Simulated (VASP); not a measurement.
Input of a VASP 6.6.1 run:

POSCAR

```
SnO2
1.0
    4.7880040000      0.0000000000      0.0000000000
    0.0000000000      4.8665820000      0.0000000000
    0.0000000000      0.0000000000      3.2408980000
Sn O
2 4
Direct
    0.5000000000      0.5000000000      0.5000000000
    0.0000000000      0.0000000000      0.0000000000
    0.2918550000      0.3210420000      0.0000000000
    0.7918550000      0.1789580000      0.5000000000
    0.2081450000      0.8210420000      0.5000000000
    0.7081450000      0.6789580000      0.0000000000
```

The input INCAR.step1:

```
PREC = Accurate ; ENCUT = 520
ISMEAR = 0 ; SIGMA = 0.05
LREAL = F ; LASPH = T
NELM = 60 ; NBANDS = 35
GGA = PE ; ALGO = Normal
EDIFF = 1E-4 ; LWAVE = T
LCHARG = F
```

File INCAR.step2:

```
PREC = Accurate ; ENCUT = 520
EDIFF = 1E-7 ; ISMEAR = 0
SIGMA = 0.05 ; LREAL = F
LASPH = T ; NELM = 60
ALGO = Normal ; ISIF = 2
LWAVE = F ; LCHARG = F
METAGGA = R2SCAN ; LMIXTAU = T
NBANDS = 35 ; ISTART = 1
```

The input KPOINTS:

```
Automatic mesh
0
Gamma
  6 6 8
```

Potentials or basis: VASP PAW PBE potentials, release 64 (Sn_d, O).

Command:

```bash
$ cat potpaw_PBE.64/Sn_d/POTCAR potpaw_PBE.64/O/POTCAR > POTCAR
$ cp INCAR.step1 INCAR
$ mpirun -np 1 vasp_std > vasp.out
$ cp INCAR.step2 INCAR
$ mpirun -np 1 vasp_std > vasp.out
```

(1) What does it give for the pressure?

(2) Estimate the band gap on the k mesh.

(3) Estimate the largest force.

## Answers

(1) -7.3 GPa.

(2) 1.42 eV, direct.

(3) 0.118 eV/Å.

Caveat: the PAW data sets were made with another functional, which shifts forces and pressure a little; spin-orbit coupling is left out, which moves the levels of the heavy elements.
